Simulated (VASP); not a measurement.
Here is a VASP 6.6.1 calculation.

File INCAR:

```
PREC = Accurate
ENCUT = 520
EDIFF = 1E-6
ISMEAR = 0
SIGMA = 0.05
LREAL = False
LASPH = True
NELM = 100
ALGO = Normal
ISIF = 2
LWAVE = False
LCHARG = False
NBANDS = 24
```

File KPOINTS:

```
regular mesh
0
Gamma
  9 9 6
```

POSCAR

```
CaO
1.0
    4.0718153410      0.0000000000      0.0000000000
   -2.0359076705      3.4571524753      0.0000000000
    0.0000000000      0.0000000000      4.7848400100
Ca O
2 2
Direct
    0.3333333333      0.6666666667      0.7500000000
    0.6666666667      0.3333333333      0.2500000000
    0.3333333333      0.6666666667      0.2500000000
    0.6666666667      0.3333333333      0.7500000000
```

Potentials or basis: VASP PAW LDA potentials, release 64 (Ca_sv, O).

Command:

```console
$ cat potpaw_LDA.64/Ca_sv/POTCAR potpaw_LDA.64/O/POTCAR > POTCAR
$ mpirun -np 1 vasp_std > vasp.out
```

Task: Estimate the largest force.

Result: 0.097 eV/Å.

Task: What does it give for the pressure?

Result: -6.5 GPa.

Forces on the atoms (eV/Å):
```
Ca   0.000 -0.097  0.000
Ca   0.000  0.097  0.000
O    0.000 -0.068  0.000
O    0.000  0.068  0.000
```

Caveat: the cell differs from its parent crystal (strain +0.0200 x Voigt [1, 0, 0, 0, 0, 0]).
